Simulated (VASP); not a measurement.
# AlNi (NiAl (Pm-3m)) (Pm-3m) in VASP: single point with PBE

Aim: the single point of AlNi (NiAl (Pm-3m)) with PBE.

Program: VASP 6.6.1. These are calculated values, not measurements. Logs are shortened: lines on timing, memory, paths and dates and some standing lists are left out, and cuts for length are marked.

## (1) The cell of the first run

It takes space group Pm-3m (No. 221, cubic). The conventional cell has a = 2.892 Å, b = 2.892 Å, c = 2.892 Å, α = 90.00°, β = 90.00°, γ = 90.00°. Within 3.3 Å of Al (site symmetry m-3m) lie 8 Ni at 2.50 Å and 6 Al at 2.89 Å. Ni (site symmetry m-3m) has 8 Al at 2.50 Å and 6 Ni at 2.89 Å within 3.3 Å.

## (2) Single point, PBE

The input, INCAR:

```
SYSTEM = AlNi
  PREC = Accurate
  ENCUT = 520
  EDIFF = 1E-7
  ISMEAR = 1
  SIGMA = 0.1
  LREAL = Auto
  LASPH = .TRUE.
  NELM = 100
  ALGO = Normal
  ISIF = 2
  LWAVE = .FALSE.
  LCHARG = .TRUE.
  GGA = PE
  LELF = .TRUE.
  LVHAR = .TRUE.
  NBANDS = 66
```

The input, KPOINTS:

```
Automatic mesh
0
G
  3 3 3
  0 0 0
```

The input, POSCAR:

```
AlNi
1.0
    5.7836525256      0.0000000000      0.0000000000
    0.0000000000      5.7836525256      0.0000000000
    0.0000000000      0.0000000000      5.7836525256
Al Ni
8 8
Direct
    0.2500000000      0.2500000000      0.2500000000
    0.2500000000      0.2500000000      0.7500000000
    0.2500000000      0.7500000000      0.2500000000
    0.2500000000      0.7500000000      0.7500000000
    0.7500000000      0.2500000000      0.2500000000
    0.7500000000      0.2500000000      0.7500000000
    0.7500000000      0.7500000000      0.2500000000
    0.7500000000      0.7500000000      0.7500000000
    0.0000000000      0.0000000000      0.0000000000
    0.0000000000      0.0000000000      0.5000000000
    0.0000000000      0.5000000000      0.0000000000
    0.0000000000      0.5000000000      0.5000000000
    0.5000000000      0.0000000000      0.0000000000
    0.5000000000      0.0000000000      0.5000000000
    0.5000000000      0.5000000000      0.0000000000
    0.5000000000      0.5000000000      0.5000000000
```

Potentials or basis: VASP PAW PBE potentials, release 64 (Al, Ni).

Launch:

```console
cat potpaw_PBE.64/Al/POTCAR potpaw_PBE.64/Ni/POTCAR > POTCAR
mpirun -np 1 vasp_std > vasp.out
```

OUTCAR:

```text
SYSTEM = AlNi
   PREC = Accurate
   ENCUT = 520
   EDIFF = 1E-7
   ISMEAR = 1
   LREAL = Auto
   LASPH = .TRUE.
   NELM = 100
   ISIF = 2
   GGA = PE

 ion  position               nearest neighbor table
   1  0.250  0.250  0.250-   9 2.50  10 2.50  11 2.50  12 2.50  13 2.50  14 2.50  15 2.50  16 2.50
                             5 2.89   2 2.89   3 2.89   2 2.89   3 2.89   5 2.89
   2  0.250  0.250  0.750-   9 2.50  10 2.50  11 2.50  12 2.50  13 2.50  14 2.50  15 2.50  16 2.50
                             6 2.89   1 2.89   4 2.89   1 2.89   4 2.89   6 2.89
   3  0.250  0.750  0.250-   9 2.50  10 2.50  11 2.50  12 2.50  13 2.50  14 2.50  15 2.50  16 2.50
                             7 2.89   1 2.89   4 2.89   4 2.89   1 2.89   7 2.89
   4  0.250  0.750  0.750-   9 2.50  10 2.50  11 2.50  12 2.50  13 2.50  14 2.50  15 2.50  16 2.50
                             8 2.89   2 2.89   3 2.89   3 2.89   2 2.89   8 2.89
   5  0.750  0.250  0.250-   9 2.50  10 2.50  11 2.50  12 2.50  13 2.50  14 2.50  15 2.50  16 2.50
                             7 2.89   1 2.89   6 2.89   6 2.89   7 2.89   1 2.89
   6  0.750  0.250  0.750-   9 2.50  10 2.50  11 2.50  12 2.50  13 2.50  14 2.50  15 2.50  16 2.50
                             8 2.89   2 2.89   5 2.89   5 2.89   8 2.89   2 2.89
   7  0.750  0.750  0.250-   9 2.50  10 2.50  11 2.50  12 2.50  13 2.50  14 2.50  15 2.50  16 2.50
                             8 2.89   3 2.89   5 2.89   8 2.89   5 2.89   3 2.89
   8  0.750  0.750  0.750-   9 2.50  10 2.50  11 2.50  12 2.50  13 2.50  14 2.50  15 2.50  16 2.50
                             7 2.89   4 2.89   6 2.89   7 2.89   6 2.89   4 2.89
   9  0.000  0.000  0.000-   1 2.50   2 2.50   3 2.50   4 2.50   5 2.50   6 2.50   7 2.50   8 2.50
                            10 2.89  11 2.89  13 2.89  10 2.89  11 2.89  13 2.89
  10  0.000  0.000  0.500-   1 2.50   2 2.50   3 2.50   4 2.50   5 2.50   6 2.50   7 2.50   8 2.50
                             9 2.89  12 2.89  14 2.89   9 2.89  12 2.89  14 2.89
  11  0.000  0.500  0.000-   1 2.50   2 2.50   3 2.50   4 2.50   5 2.50   6 2.50   7 2.50   8 2.50
                             9 2.89  12 2.89  15 2.89  12 2.89   9 2.89  15 2.89
[... 14 lines left out ...]
  Lattice vectors:

 A1 = (   5.7836525256,   0.0000000000,   0.0000000000)
 A2 = (   0.0000000000,   5.7836525256,   0.0000000000)
 A3 = (   0.0000000000,   0.0000000000,   5.7836525256)

Analysis of symmetry for initial positions (statically):
=====================================================================
 Subroutine PRICEL returns following result:

  LATTYP: Found a simple cubic cell.
 ALAT       =     2.8918262628

  Lattice vectors:

 A1 = (   2.8918262628,   0.0000000000,   0.0000000000)
 A2 = (   0.0000000000,   2.8918262628,   0.0000000000)
 A3 = (   0.0000000000,   0.0000000000,   2.8918262628)

   8 primitive cells build up your supercell.

 Routine SETGRP: Setting up the symmetry group for a
 simple cubic supercell.

 Subroutine GETGRP returns: Found 48 space group operations
 (whereof 48 operations were pure point group operations)
 out of a pool of 48 trial point group operations.

The static configuration has the point symmetry O_h .

Analysis of symmetry for dynamics (positions and initial velocities):
=====================================================================
 Subroutine PRICEL returns following result:

  LATTYP: Found a simple cubic cell.
 ALAT       =     2.8918262628

  Lattice vectors:

 A1 = (   2.8918262628,   0.0000000000,   0.0000000000)
 A2 = (   0.0000000000,   2.8918262628,   0.0000000000)
 A3 = (   0.0000000000,   0.0000000000,   2.8918262628)

   8 primitive cells build up your supercell.

 Routine SETGRP: Setting up the symmetry group for a
 simple cubic supercell.

 Subroutine GETGRP returns: Found 48 space group operations
 (whereof 48 operations were pure point group operations)
 out of a pool of 48 trial point group operations.

The dynamic configuration has the point symmetry O_h .

 Subroutine INISYM returns: Found 48 space group operations
 (whereof 48 operations are pure point group operations),
 and found     8 'primitive' translations

----------------------------------------------------------------------------------------

                                     Primitive cell

  volume of cell :      24.1834

  direct lattice vectors                    reciprocal lattice vectors
     2.891826263  0.000000000  0.000000000     0.345802240  0.000000000  0.000000000
     0.000000000  2.891826263  0.000000000     0.000000000  0.345802240  0.000000000
     0.000000000  0.000000000  2.891826263     0.000000000  0.000000000  0.345802240

  length of vectors
     2.891826263  2.891826263  2.891826263     0.345802240  0.345802240  0.345802240

  position of ions in fractional coordinates (direct lattice)
     0.500000000  0.500000000  0.500000000
     0.000000000  0.000000000  0.000000000

  ion indices of the primitive-cell ions
   primitive index   ion index
                 1           1
                 2           9

----------------------------------------------------------------------------------------

 KPOINTS: Automatic mesh

Automatic generation of k-mesh.
 Grid dimensions read from file:
 generate k-points for:    3    3    3

 Generating k-lattice:

  Cartesian coordinates                     Fractional coordinates (reciprocal lattice)
     0.057633707  0.000000000  0.000000000     0.333333333  0.000000000  0.000000000
     0.000000000  0.057633707  0.000000000     0.000000000  0.333333333  0.000000000
     0.000000000  0.000000000  0.057633707     0.000000000  0.000000000  0.333333333

  Length of vectors
     0.057633707  0.057633707  0.057633707

  Shift w.r.t. Gamma in fractional coordinates (k-lattice)
     0.000000000  0.000000000  0.000000000

 Subroutine IBZKPT returns following result:
 ===========================================

 Found      4 irreducible k-points:

 Following reciprocal coordinates:
            Coordinates               Weight
  0.000000  0.000000  0.000000      1.000000
  0.333333  0.000000  0.000000      6.000000
  0.333333  0.333333  0.000000     12.000000
  0.333333  0.333333  0.333333      8.000000
   k-points           NKPTS =      4   k-points in BZ     NKDIM =      4   number of bands    NBANDS=     66
   number of dos      NEDOS =    301   number of ions     NIONS =     16
   total plane-waves  NPLWV = 110592
   dimension x,y,z NGX =    48 NGY =   48 NGZ =   48
   dimension x,y,z NGXF=    96 NGYF=   96 NGZF=   96
   ions per type =               8   8
   NGX,Y,Z   is equivalent  to a cutoff of  13.80, 13.80, 13.80 a.u.
   NGXF,Y,Z  is equivalent  to a cutoff of  27.59, 27.59, 27.59 a.u.
 SYSTEM =  AlNi
   PREC   = accura    normal or accurate (medium, high low for compatibility)
   ISTART =      0    job   : 0-new  1-cont  2-samecut
   ICHARG =      2    charge: 1-file 2-atom 10-const
   ISPIN  =      1    spin polarized calculation?
   LNONCOLLINEAR =      F non collinear calculations
   LSORBIT =      F    spin-orbit coupling
   LASPH  =      T    aspherical Exc in radial PAW
   ENCUT  =  520.0 eV  38.22 Ry    6.18 a.u.  10.75 10.75 10.75*2*pi/ulx,y,z
   NELM   =    100;   NELMIN=  2; NELMDL= -5     # of ELM steps
   EDIFF  = 0.1E-06   stopping-criterion for ELM
   LREAL  =      T    real-space projection
   EDIFFG = 0.1E-05   stopping-criterion for IOM
   NSW    =      0    number of steps for IOM
   IBRION =     -1    ionic relax: 0-MD 1-quasi-New 2-CG
   NFREE  =      0    steps in history (QN), initial steepest desc. (CG)
   ISIF   =      2    stress and relaxation
   ISYM   =      2    0-nonsym 1-usesym 2-fastsym
   POTIM  = 0.5000    time-step for ionic-motion
   TEBEG  =    0.0;   TEEND  =   0.0 temperature during run
   PSTRESS=    0.0 pullay stress
   NELECT =     104.0000    total number of electrons
   NUPDOWN=      -1.0000    fix difference up-down
   EMIN   =  10.00;   EMAX   =-10.00  energy-range for DOS
   EFERMI =   0.00;   METHOD = LEGACY
   ISMEAR =     1;   SIGMA  =   0.10  broadening in eV -4-tet -1-fermi 0-gaus
   EFERMI_NEDOS =   21; number of points for ismear=-14 and -15
   IALGO  =     38    algorithm
   IMIX   =      4    mixing-type and parameters
     AMIX     =   0.40;   BMIX     =  1.00
     AMIX_MAG =   1.60;   BMIX_MAG =  1.00
  volume/ion in A,a.u.               =      12.09        81.60
  Fermi-wavevector in a.u.,A,eV,Ry     =   1.331120  2.515451 24.107883  1.771879
  Thomas-Fermi vector in A             =   2.460155
   LORBIT       =      0    0 simple, 1 ext, 2 COOP (PROOUT), +10 PAW based schemes
   GGA     = PE    functional components
   LHFCALC =     F    Hartree Fock is set to
   AEXX    =    0.0000 exact exchange contribution
   IVDW    =     0    specifies the selected vdW correction
   LEPSILON=     F    determine dielectric tensor
   LRPA    =     F    only Hartree local field effects (RPA)
 non-spin polarized calculation
 Methfessel and Paxton  Order N= 1 SIGMA  =   0.10
  energy-cutoff  :      520.00
  volume of cell :      193.47
 maximum number of plane-waves:      5213
 NGX is ok and might be reduce to    48
   NGX = 21   NGY = 21   NGZ = 21

 number of electron     104.0000106 magnetization

 Free energy of the ion-electron system (eV)
  ---------------------------------------------------
  ext. energy  EPLUGINS =         0.00000000
  ---------------------------------------------------
  free energy    TOTEN  =       -84.08051059 eV

  energy without entropy =      -84.06009255  energy(sigma->0) =      -84.07370458

 E-fermi :   9.8999     XC(G=0): -11.9952

 val. band max:        9.8959964988   @ k =   0.3333   0.3333   0.0000
 cond. band min:      10.1930907577   @ k =   0.3333   0.3333   0.3333
 fundamental gap:      0.2970942589
 Fermi energy:         9.8999341805

 k-point     1 :       0.0000    0.0000    0.0000
  band No.  band energies     occupation
      1      -1.1775      2.00000
      2       2.9989      2.00000
      3       2.9989      2.00000
      4       2.9989      2.00000
      5       3.1626      2.00000
      6       3.1626      2.00000
[... 257 lines left out ...]
     63      14.2788      0.00000
     64      14.2827      0.00000
 [bands above 64 left out]

------------------------ aborting loop because EDIFF is reached ----------------------------------------

  FORCE on cell =-STRESS in cart. coord.  units (eV):
  Direction    XX          YY          ZZ          XY          YZ          ZX
  --------------------------------------------------------------------------------------
  -------------------------------------------------------------------------------------
  Total        0.4992395      0.4992395      0.4992395      0.0000000      0.0000000     -0.0000000
  in kB        4.1344044      4.1344044      4.1344044      0.0000000      0.0000000     -0.0000000
  external PRESSURE =       4.1344044 kB  Pullay stress =       0.0000000 kB

 VOLUME and BASIS-vectors are now :
 -----------------------------------------------------------------------------
  energy-cutoff  :      520.00
  volume of cell :      193.47
      direct lattice vectors                 reciprocal lattice vectors
     5.783652526  0.000000000  0.000000000     0.172901120  0.000000000  0.000000000
     0.000000000  5.783652526  0.000000000     0.000000000  0.172901120  0.000000000
     0.000000000  0.000000000  5.783652526     0.000000000  0.000000000  0.172901120

 POSITION                                       TOTAL-FORCE (eV/Angst)
 -----------------------------------------------------------------------------------
      1.44591      1.44591      1.44591         0.000000      0.000000      0.000000
      1.44591      1.44591      4.33774         0.000000      0.000000      0.000000
      1.44591      4.33774      1.44591         0.000000      0.000000      0.000000
      1.44591      4.33774      4.33774         0.000000      0.000000      0.000000
      4.33774      1.44591      1.44591         0.000000      0.000000      0.000000
      4.33774      1.44591      4.33774         0.000000      0.000000      0.000000
[... 8 lines left out ...]
      2.89183      2.89183      0.00000        -0.000000      0.000000      0.000000
      2.89183      2.89183      2.89183         0.000000     -0.000000      0.000000
 -----------------------------------------------------------------------------------
    total drift:                                0.000000      0.000000      0.000000

  FREE ENERGIE OF THE ION-ELECTRON SYSTEM (eV)
  ---------------------------------------------------
  free  energy   TOTEN  =       -84.0805105934 eV

  energy  without entropy=      -84.0600925538  energy(sigma->0) =      -84.07370458
```

Run time: 88 s. Hardware: 1 thread of AMD EPYC 9R45 (Zen 5), shared host; peak memory 0.3 GiB.

What came out:

* Free energy: -84.0805 eV
* Pressure: 0.4 GPa
* Band gap on the k mesh: zero (band 52 reaches 10.36 eV, above the bottom of band 53 at 9.22 eV)

Caveat: the k points lie up to 0.36 Å⁻¹ apart.
